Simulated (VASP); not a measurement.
Runs of VASP 6.6.1 on Au. The structure is that of space group Pm-3m (No. 221), or close to it. The cells are those of the table. 

```tsv
task	cell	cutoff (eV)	gap on the mesh (eV)	pressure (GPa)
relaxation of cell and atoms	relaxed to 45 GPa from a = 2.650 Å, 1 atom	600	none	45.2
relaxation of cell and atoms	relaxed to 30 GPa from a = 2.650 Å, 1 atom	600	none	30.1
single point	a = 2.723 Å, 1 atom	520	none	0.3
single point	a = 2.534 Å, 1 atom	520	none	45.6
single point	a = 2.640 Å, 1 atom	520	none	(a)
relaxation of cell and atoms	relaxed from a = 2.650 Å, 1 atom	600	none	0.0
single point	a = 2.578 Å, 1 atom	520	none	30.4
relaxation of cell and atoms	relaxed to 15 GPa from a = 2.650 Å, 1 atom	600	none	15.0
```

Alike in all rows: level r2SCAN; potentials or basis VASP PAW PBE potentials, release 64 (Au); no spin polarisation; k mesh 8 × 8 × 8; smearing gaussian 0.05 eV.

**Question.** Estimate the missing entries.

**Answer.** (a) 15.5.

Caveats: the PAW data sets were made with another functional, which shifts forces and pressure a little; spin-orbit coupling is left out, which moves the levels of the heavy elements; the cell is relaxed towards a set pressure, so the enthalpy falls and the energy may rise (some runs).

A k mesh can miss the band edges, and the runs leave out spin-orbit coupling on Au.

A gap of «none» marks levels without a gap at the run's occupations.
